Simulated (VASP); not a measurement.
Here is a VASP 6.6.1 calculation.

Contents of INCAR:

```
PREC = Accurate
ENCUT = 520
EDIFF = 1E-6
ISMEAR = -1
SIGMA = 0.05
LREAL = Auto
LASPH = True
NELM = 120
ALGO = Normal
ISIF = 2
LWAVE = False
LCHARG = True
GGA = PE
LELF = True
LVHAR = True
ISYM = -1
NBANDS = 46
GGA_COMPAT = False
```

The input KPOINTS:

```
explicit points
1
Reciprocal
  0.25000000   0.25000000   0.25000000 1
```

Contents of POSCAR:

```
SiC
1.0
    5.8188710000      0.1233160000     -0.1634130000
    0.1233160000      5.8466490000     -0.1286390000
   -0.1634130000     -0.1286390000      5.4181290000
Si C
8 8
Direct
    0.4003213516      0.1658136019      0.6194230165
    0.8856601263      0.9547977832      0.7153706769
    0.6052796866      0.5080211953      0.1462953185
    0.9462350348      0.7221361186      0.1744753537
    0.6398117879      0.4494797905      0.5938836441
    0.2909679411      0.2838835552      0.1542184471
    0.3642549775      0.8703873592      0.2916133518
    0.4333425174      0.7203857491      0.7894004560
    0.1058468199      0.2253264670      0.7764703494
    0.9896214633      0.4449737937      0.6359715680
    0.5862791793      1.0145581539      0.1261904960
    0.0809807369      0.6768428701      0.8018090184
    0.8529194141      0.2996786657      0.2126771962
    0.0311017263      0.4319448550      0.3185526555
    0.5825768068      0.9835751231      0.8549860559
    0.8074374922      0.0712308050      0.2753789809
```

Potentials or basis: VASP PAW PBE potentials, release 64 (Si, C).

Launch:

```console
$ cat potpaw_PBE.64/Si/POTCAR potpaw_PBE.64/C/POTCAR > POTCAR
$ mpirun -np 1 vasp_std > vasp.out
```

Q: Estimate the largest force.

A: 3.981 eV/Å.

Q: What does it give for the pressure?

A: -3.7 GPa.

Stress tensor (GPa, compression positive):
```
-7.19  5.49  0.09
 5.49  2.50  0.50
 0.09  0.50 -6.55
```

Caveat: the atoms stand as in a frame of molecular dynamics.
